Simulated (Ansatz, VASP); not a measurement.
## BP in VASP and in Ansatz

INCAR

```
SYSTEM = BP
  ALGO = Normal
  EDIFF = 1E-6
  ENCUT = 520
  GGA = PE
  ISIF = 2
  ISMEAR = 0
  LASPH = .TRUE.
  LCHARG = .FALSE.
  LREAL = .FALSE.
  LWAVE = .FALSE.
  NBANDS = 11
  NELM = 60
  PREC = Accurate
  SIGMA = 0.05
```

KPOINTS

```
k-points
0
G
  12 12 12
  0 0 0
```

POSCAR

```
BP
1.0
    0.0000000000      2.2329743736      2.2329743736
    2.2329743736      0.0000000000      2.2329743736
    2.2329743736      2.2329743736      0.0000000000
B P
1 1
Direct
    0.0000000000      0.0000000000      0.0000000000
    0.7500000000      0.7500000000      0.7500000000
```

Input for Ansatz:

```yaml
crystal:
  lattice:
    - [0.0, 2.2329743736, 2.2329743736]
    - [2.2329743736, 0.0, 2.2329743736]
    - [2.2329743736, 2.2329743736, 0.0]
  atoms:
    - { symbol: B, position: [0.0, 0.0, 0.0] }
    - { symbol: P, position: [0.75, 0.75, 0.75] }
basis:
  ecutwfc: 520.0
kpoints:
  mp_grid: { grid: [12, 12, 12] }
hamiltonian:
  xc: pbe
scf:
  occupations: { method: gaussian, width: 0.05 }
output:
  forces: true
  stress: true
  eigenvalues: true
```

Alike in both runs: task single point; functional PBE; k mesh 12 × 12 × 12; occupations gaussian, width 0.05 eV; no spin polarisation.

```csv
,VASP,Ansatz
version,VASP 6.6.1,Ansatz 0.2.0
potentials or method,"VASP PAW PBE potentials, release 64 (B, P), cutoff 520 eV","scalar-relativistic, plane waves, PAW"
valence electrons in the cell,8,8
```

```csv
,VASP,Ansatz,Ansatz less VASP
gap on the k mesh at the Fermi level (eV),1.16,1.17,+0.005
least direct gap on the mesh (eV),3.48,3.48,+0.004
pressure (GPa),9.6,9.9,+0.28
```

With one functional, cell and mesh, what is left measures potentials, basis and numerics.
